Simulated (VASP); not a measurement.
# InSb (Cmcm) in VASP: single point with r2SCAN

Aim: the single point of InSb with r2SCAN.

Program: VASP 6.6.1. These are calculated values, not measurements. Logs are shortened: lines on timing, memory, paths and dates and some standing lists are left out, and cuts for length are marked.

### Step 1. The cell of the first run

Symmetry: Cmcm, No. 63, orthorhombic system. Conventional cell: a = 6.127 Å, b = 6.163 Å, c = 6.127 Å, α = 90.00°, β = 90.00°, γ = 90.00°. In (site symmetry m2m) has 6 Sb at 3.06 to 3.09 Å and 2 In at 4.10 Å within 4.1 Å. Sb (site symmetry m2m) has 6 In at 3.06 to 3.09 Å and 10 Sb at 4.11 to 4.35 Å within 4.4 Å.

### Step 2. Single point, r2SCAN

File POSCAR:

```
InSb
1.0
    3.0633140000     -3.0813730000      0.0000000000
    3.0633140000      3.0813730000      0.0000000000
    0.0000000000      0.0000000000      6.1268940000
In Sb
2 2
Direct
    0.2794110000      0.7205890000      0.2500000000
    0.7205890000      0.2794110000      0.7500000000
    0.7772050000      0.2227950000      0.2500000000
    0.2227950000      0.7772050000      0.7500000000
```

File INCAR.step1:

```
  PREC = Accurate
  ENCUT = 520
  ISMEAR = 0
  SIGMA = 0.1
  LREAL = False
  LASPH = True
  NELM = 100
  NBANDS = 26
  GGA = PE
  ALGO = Normal
  EDIFF = 1E-4
  LWAVE = True
  LCHARG = False
```

File INCAR.step2:

```
  PREC = Accurate
  ENCUT = 520
  EDIFF = 1E-7
  ISMEAR = 0
  SIGMA = 0.1
  LREAL = False
  LASPH = True
  NELM = 100
  ALGO = Normal
  ISIF = 2
  LWAVE = False
  LCHARG = False
  METAGGA = R2SCAN
  LMIXTAU = True
  NBANDS = 26
  ISTART = 1
```

File KPOINTS:

```
regular mesh
0
Gamma
  10 10 8
```

Potentials or basis: VASP PAW PBE potentials, release 64 (In_d, Sb).

Started as:

```
> cat potpaw_PBE.64/In_d/POTCAR potpaw_PBE.64/Sb/POTCAR > POTCAR
> cp INCAR.step1 INCAR
> mpirun -np 1 vasp_std > vasp.out
> cp INCAR.step2 INCAR
> mpirun -np 1 vasp_std > vasp.out
```

OUTCAR:

```text
PREC = Accurate
   ENCUT = 520
   EDIFF = 1E-7
   ISMEAR = 0
   LREAL = False
   LASPH = True
   NELM = 100
   ISIF = 2
   METAGGA = R2SCAN
   ISTART = 1

 ion  position               nearest neighbor table
   1  0.279  0.721  0.250-   3 3.06   3 3.06   3 3.07   4 3.08   4 3.08   3 3.09
   2  0.721  0.279  0.750-   4 3.06   4 3.06   4 3.07   3 3.08   3 3.08   4 3.09
   3  0.777  0.223  0.250-   1 3.06   1 3.06   1 3.07   2 3.08   2 3.08   1 3.09
   4  0.223  0.777  0.750-   2 3.06   2 3.06   2 3.07   1 3.08   1 3.08   2 3.09

  LATTYP: Found a base centered orthorhombic cell.
 ALAT       =     6.1266280000
 B/A-ratio  =     1.0058952494
 C/A-ratio  =     1.0000434170

  Lattice vectors:

 A1 = (   3.0633140000,  -3.0813730000,   0.0000000000)
 A2 = (   3.0633140000,   3.0813730000,   0.0000000000)
 A3 = (   0.0000000000,   0.0000000000,   6.1268940000)

Analysis of symmetry for initial positions (statically):
=====================================================================
 Subroutine PRICEL returns:
 Original cell was already a primitive cell.

 Routine SETGRP: Setting up the symmetry group for a
 base centered orthorhombic supercell.

 Subroutine GETGRP returns: Found  8 space group operations
 (whereof  4 operations were pure point group operations)
 out of a pool of  8 trial point group operations.

The static configuration has the point symmetry C_2h.
 The point group associated with its full space group is D_2h.

Analysis of symmetry for dynamics (positions and initial velocities):
=====================================================================
 Subroutine PRICEL returns:
 Original cell was already a primitive cell.

 Routine SETGRP: Setting up the symmetry group for a
 base centered orthorhombic supercell.

 Subroutine GETGRP returns: Found  8 space group operations
 (whereof  4 operations were pure point group operations)
 out of a pool of  8 trial point group operations.

The dynamic configuration has the point symmetry C_2h.
 The point group associated with its full space group is D_2h.

 Subroutine INISYM returns: Found  8 space group operations
 (whereof  4 operations are pure point group operations),
 and found     1 'primitive' translations

----------------------------------------------------------------------------------------

                                     Primitive cell

  volume of cell :     115.6661

  direct lattice vectors                    reciprocal lattice vectors
     3.063314000 -3.081373000  0.000000000     0.163221922 -0.162265328  0.000000000
     3.063314000  3.081373000  0.000000000     0.163221922  0.162265328  0.000000000
     0.000000000  0.000000000  6.126894000     0.000000000  0.000000000  0.163214836

  length of vectors
     4.344968611  4.344968611  6.126894000     0.230155236  0.230155236  0.163214836

  position of ions in fractional coordinates (direct lattice)
     0.279411000  0.720589000  0.250000000
     0.720589000  0.279411000  0.750000000
     0.777205000  0.222795000  0.250000000
     0.222795000  0.777205000  0.750000000

  ion indices of the primitive-cell ions
   primitive index   ion index
                 1           1
                 2           2
                 3           3
                 4           4

----------------------------------------------------------------------------------------

 KPOINTS: regular mesh

Automatic generation of k-mesh.
 Grid dimensions read from file:
 generate k-points for:   10   10    8

 Generating k-lattice:

  Cartesian coordinates                     Fractional coordinates (reciprocal lattice)
     0.016322192 -0.016226533  0.000000000     0.100000000 -0.000000000  0.000000000
     0.016322192  0.016226533  0.000000000    -0.000000000  0.100000000  0.000000000
     0.000000000  0.000000000  0.020401855     0.000000000  0.000000000  0.125000000

  Length of vectors
     0.023015524  0.023015524  0.020401855

  Shift w.r.t. Gamma in fractional coordinates (k-lattice)
     0.000000000  0.000000000  0.000000000

 Subroutine IBZKPT returns following result:
 ===========================================

 Found    155 irreducible k-points:

 Following reciprocal coordinates:
            Coordinates               Weight
  0.000000  0.000000  0.000000      1.000000
  0.100000 -0.000000  0.000000      4.000000
  0.200000 -0.000000  0.000000      4.000000
  0.300000  0.000000  0.000000      4.000000
  0.400000 -0.000000  0.000000      4.000000
  0.500000 -0.000000  0.000000      2.000000
[... 16 lines left out ...]
  0.300000  0.300000  0.000000      2.000000
  0.400000  0.300000  0.000000      4.000000
 [... further k-points ...]
   k-points           NKPTS =    155   k-points in BZ     NKDIM =    155   number of bands    NBANDS=     26
   number of dos      NEDOS =    301   number of ions     NIONS =      4
   total plane-waves  NPLWV =  49152
   dimension x,y,z NGX =    32 NGY =   32 NGZ =   48
   dimension x,y,z NGXF=    64 NGYF=   64 NGZF=   96
   ions per type =               2   2
   NGX,Y,Z   is equivalent  to a cutoff of  12.24, 12.24, 13.02 a.u.
   NGXF,Y,Z  is equivalent  to a cutoff of  24.49, 24.49, 26.05 a.u.
 SYSTEM =  unknown system
   PREC   = accura    normal or accurate (medium, high low for compatibility)
   ISTART =      1    job   : 0-new  1-cont  2-samecut
   ICHARG =      0    charge: 1-file 2-atom 10-const
   ISPIN  =      1    spin polarized calculation?
   LNONCOLLINEAR =      F non collinear calculations
   LSORBIT =      F    spin-orbit coupling
   LASPH  =      T    aspherical Exc in radial PAW
   ENCUT  =  520.0 eV  38.22 Ry    6.18 a.u.   8.08  8.08 11.39*2*pi/ulx,y,z
   NELM   =    100;   NELMIN=  2; NELMDL=  0     # of ELM steps
   EDIFF  = 0.1E-06   stopping-criterion for ELM
   LREAL  =      F    real-space projection
   EDIFFG = 0.1E-05   stopping-criterion for IOM
   NSW    =      0    number of steps for IOM
   IBRION =     -1    ionic relax: 0-MD 1-quasi-New 2-CG
   NFREE  =      0    steps in history (QN), initial steepest desc. (CG)
   ISIF   =      2    stress and relaxation
   ISYM   =      2    0-nonsym 1-usesym 2-fastsym
   POTIM  = 0.5000    time-step for ionic-motion
   TEBEG  =    0.0;   TEEND  =   0.0 temperature during run
   PSTRESS=    0.0 pullay stress
   NELECT =      36.0000    total number of electrons
   NUPDOWN=      -1.0000    fix difference up-down
   EMIN   =  10.00;   EMAX   =-10.00  energy-range for DOS
   EFERMI =   0.00;   METHOD = LEGACY
   ISMEAR =     0;   SIGMA  =   0.10  broadening in eV -4-tet -1-fermi 0-gaus
   EFERMI_NEDOS =   21; number of points for ismear=-14 and -15
   IALGO  =     38    algorithm
   IMIX   =      4    mixing-type and parameters
     AMIX     =   0.40;   BMIX     =  1.00
     AMIX_MAG =   1.60;   BMIX_MAG =  1.00
  volume/ion in A,a.u.               =      28.92       195.14
  Fermi-wavevector in a.u.,A,eV,Ry     =   1.109448  2.096553 16.747069  1.230875
  Thomas-Fermi vector in A             =   2.245988
   LORBIT       =      0    0 simple, 1 ext, 2 COOP (PROOUT), +10 PAW based schemes
   METAGGA = R2SCAN    functional components
   LHFCALC =     F    Hartree Fock is set to
   AEXX    =    0.0000 exact exchange contribution
   IVDW    =     0    specifies the selected vdW correction
   LEPSILON=     F    determine dielectric tensor
   LRPA    =     F    only Hartree local field effects (RPA)
 non-spin polarized calculation
 Gauss-broadening in eV      SIGMA  =   0.10
  energy-cutoff  :      520.00
  volume of cell :      115.67
 maximum number of plane-waves:      3156
   NGX = 17   NGY = 17   NGZ = 23

 number of electron      35.9999988 magnetization

 Free energy of the ion-electron system (eV)
  ---------------------------------------------------
  ext. energy  EPLUGINS =         0.00000000
  ---------------------------------------------------
  free energy    TOTEN  =       -96.72463370 eV

  energy without entropy =      -96.71020953  energy(sigma->0) =      -96.71742161

 E-fermi :   6.5361     XC(G=0): -10.3111

 val. band max:        6.5301440419   @ k =   0.3000   0.0000   0.2500
 cond. band min:       6.5390244563   @ k =  -0.1000   0.1000   0.3750
 fundamental gap:      0.0088804144
 Fermi energy:         6.5361006325

 k-point     1 :       0.0000    0.0000    0.0000
  band No.  band energies     occupation
      1      -8.6037      2.00000
      2      -8.4713      2.00000
      3      -8.4667      2.00000
      4      -8.4520      2.00000
      5      -8.4494      2.00000
      6      -8.4382      2.00000
[... 18 lines left out ...]
     25      13.0167      0.00000
     26      13.0371      0.00000

 k-point     2 :       0.1000   -0.0000    0.0000
  band No.  band energies     occupation
      1      -8.5978      2.00000
      2      -8.4736      2.00000
      3      -8.4685      2.00000
      4      -8.4554      2.00000
      5      -8.4468      2.00000
      6      -8.4379      2.00000
[... 18 lines left out ...]
     25      12.9942      0.00000
     26      13.2597      0.00000

 k-point     3 :       0.2000   -0.0000    0.0000
  band No.  band energies     occupation
      1      -8.5816      2.00000
      2      -8.4808      2.00000
      3      -8.4750      2.00000
      4      -8.4630      2.00000
      5      -8.4395      2.00000
      6      -8.4373      2.00000
[... 18 lines left out ...]
     25      13.1814      0.00000
     26      13.3295      0.00000

 k-point     4 :       0.3000    0.0000    0.0000
  band No.  band energies     occupation
      1      -8.5594      2.00000
      2      -8.4899      2.00000
      3      -8.4867      2.00000
      4      -8.4714      2.00000
      5      -8.4362      2.00000
      6      -8.4296      2.00000
[... 18 lines left out ...]
     25      12.3793      0.00000
     26      13.4978      0.00000

 k-point     5 :       0.4000   -0.0000    0.0000
  band No.  band energies     occupation
      1      -8.5366      2.00000
      2      -8.5015      2.00000
      3      -8.4941      2.00000
      4      -8.4816      2.00000
      5      -8.4339      2.00000
      6      -8.4243      2.00000
[... 18 lines left out ...]
     25      12.4459      0.00000
     26      13.8787      0.00000

 k-point     6 :       0.5000   -0.0000    0.0000
  band No.  band energies     occupation
      1      -8.5216      2.00000
      2      -8.5118      2.00000
      3      -8.4940      2.00000
      4      -8.4889      2.00000
      5      -8.4315      2.00000
      6      -8.4264      2.00000
[... 427 lines left out ...]
 k-point    21 :      -0.3000    0.2000    0.0000
  band No.  band energies     occupation
      1      -8.5666      2.00000
      2      -8.5256      2.00000
      3      -8.4805      2.00000
      4      -8.4595      2.00000
      5      -8.4386      2.00000
      6      -8.4320      2.00000
[... 18 lines left out ...]
     25      13.1284      0.00000
     26      13.3717      0.00000

 k-point    22 :      -0.2000    0.2000    0.0000
  band No.  band energies     occupation
      1      -8.5727      2.00000
      2      -8.5062      2.00000
      3      -8.4781      2.00000
      4      -8.4596      2.00000
      5      -8.4361      2.00000
      6      -8.4300      2.00000
[... 18 lines left out ...]
     25      12.9320      0.00000
     26      13.2751      0.00000

 k-point    23 :       0.3000    0.3000    0.0000
  band No.  band energies     occupation
      1      -8.5709      2.00000
      2      -8.5530      2.00000
      3      -8.4742      2.00000
      4      -8.4553      2.00000
      5      -8.4509      2.00000
      6      -8.4292      2.00000
[... 18 lines left out ...]
     25      14.0089      0.00000
     26      14.0383      0.00000

 k-point    24 :       0.4000    0.3000    0.0000
  band No.  band energies     occupation
      1      -8.5786      2.00000
      2      -8.5727      2.00000
      3      -8.4664      2.00000
      4      -8.4548      2.00000
      5      -8.4522      2.00000
      6      -8.4370      2.00000
[... 18 lines left out ...]
     25      14.4955      0.00000
     26      14.6775      0.00000

 [... further k-points ...]
[... 5 lines left out ...]
  --------------------------------------------------------------------------------------
  -------------------------------------------------------------------------------------
  Total       -0.9397113     -0.8696443     -1.1393202      0.0000000      0.0000000      0.0000000
  in kB      -13.0166402    -12.0460902    -15.7815705      0.0000000      0.0000000      0.0000000
  external PRESSURE =     -13.6147670 kB  Pullay stress =       0.0000000 kB

 VOLUME and BASIS-vectors are now :
 -----------------------------------------------------------------------------
  energy-cutoff  :      520.00
  volume of cell :      115.67
      direct lattice vectors                 reciprocal lattice vectors
     3.063314000 -3.081373000  0.000000000     0.163221922 -0.162265328  0.000000000
     3.063314000  3.081373000  0.000000000     0.163221922  0.162265328  0.000000000
     0.000000000  0.000000000  6.126894000     0.000000000  0.000000000  0.163214836

 POSITION                                       TOTAL-FORCE (eV/Angst)
 -----------------------------------------------------------------------------------
      3.06331      1.35943      1.53172         0.000000      0.012061     -0.000000
      3.06331     -1.35943      4.59517         0.000000     -0.012061     -0.000000
      3.06331     -1.70834      1.53172         0.000000      0.063079      0.000000
      3.06331      1.70834      4.59517         0.000000     -0.063079      0.000000
 -----------------------------------------------------------------------------------
    total drift:                               -0.000000     -0.000000     -0.000000

  FREE ENERGIE OF THE ION-ELECTRON SYSTEM (eV)
  ---------------------------------------------------
  free  energy   TOTEN  =       -96.7246337014 eV

  energy  without entropy=      -96.7102095273  energy(sigma->0) =      -96.71742161
```

Wall time 23 min (1 thread of Intel Xeon 8259CL, shared host); peak memory 0.53 GiB.

Results:

* Free energy: -96.7246 eV
* Pressure: -1.4 GPa
* Largest force: 0.063 eV/Å
* Band gap on the k mesh: zero (bands 18 and 19 overlap by 2.76 eV)

Forces on the atoms (eV/Å):
```
In   0.000  0.012  0.000
In   0.000 -0.012  0.000
Sb   0.000  0.063  0.000
Sb   0.000 -0.063  0.000
```

Stress tensor (GPa, compression positive):
```
-1.30  0.00  0.00
 0.00 -1.20  0.00
 0.00  0.00 -1.58
```

Caveat: the PAW data sets were made with another functional, which shifts forces and pressure a little; spin-orbit coupling is left out, which moves the levels of the heavy elements.
